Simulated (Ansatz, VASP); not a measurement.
# Ge in VASP and in Ansatz

The input INCAR:

```
SYSTEM = Ge
PREC = Accurate
ENCUT = 520
EDIFF = 1E-6
ISMEAR = 0
SIGMA = 0.15
LREAL = .False.
LASPH = .True.
NELM = 80
ALGO = Normal
ISIF = 2
LWAVE = .False.
LCHARG = .False.
GGA = PS
NBANDS = 36
```

The input KPOINTS:

```
Automatic mesh
0
Gamma
  12 12 8
  0 0 0
```

POSCAR

```
Ge
1.0
    3.8171043080      0.0000000000      0.0000000000
   -1.9085521540      3.4614757064      0.0000000000
    0.0000000000      0.0000000000      6.5963651449
Ge
4
Direct
    0.6666666667      0.3333333333      0.0629118567
    0.3333333333      0.6666666667      0.5629118567
    0.6666666667      0.3333333333      0.4370881433
    0.3333333333      0.6666666667      0.9370881433
```

Input for Ansatz:

```yaml
crystal:
  lattice:
    - [3.817104308, 0.0, 0.0]
    - [-1.908552154, 3.4614757064, 0.0]
    - [0.0, 0.0, 6.5963651449]
  atoms:
    - { symbol: Ge, position: [0.6666666667, 0.3333333333, 0.0629118567] }
    - { symbol: Ge, position: [0.3333333333, 0.6666666667, 0.5629118567] }
    - { symbol: Ge, position: [0.6666666667, 0.3333333333, 0.4370881433] }
    - { symbol: Ge, position: [0.3333333333, 0.6666666667, 0.9370881433] }
basis:
  ecutwfc: 420
kpoints:
  mp_grid: { grid: [12, 12, 8] }
hamiltonian:
  xc: pbesol
scf:
  occupations: { method: gaussian, width: 0.15 }
output:
  forces: true
  stress: true
  eigenvalues: true
  write_density: true
  write_potential: true
  elf: true
  volumetric_format: npy
```

Change from the starting cell: strain -0.0450 x Voigt [1, 0, 0, 0, 0, 0], atoms carried along.

Alike in both runs: task single point; functional PBEsol; k mesh 12 × 12 × 8; occupations gaussian, width 0.15 eV; no spin polarisation.

|  | VASP | Ansatz |
| --- | --- | --- |
| version | VASP 6.6.1 | Ansatz 0.2.0 |
| potentials or method | VASP PAW PBE potentials, release 64 (Ge_d), cutoff 520 eV | scalar-relativistic, plane waves, PAW |
| valence electrons in the cell | 56 | 56 |

|  | VASP | Ansatz | Ansatz less VASP |
| --- | --- | --- | --- |
| gap on the k mesh at the Fermi level (eV) | none | none | - |
| pressure (GPa) | 3.6 | 3.7 | +0.07 |
| traceless stress, the component that is largest in VASP (GPa) | 5.16 | 5.16 | +0.001 |
| rms of the force components (eV/Å) | 0.279 | 0.281 | +0.0025 |

VASP's potentials were made for PBE, not for PBEsol. Atom by atom the forces differ by 0.003 eV/Å (rms over components). A gap of «none» marks a metal or a gap that the smearing closes. The functional is the same, so the differences come from potentials, cutoffs and numerics.
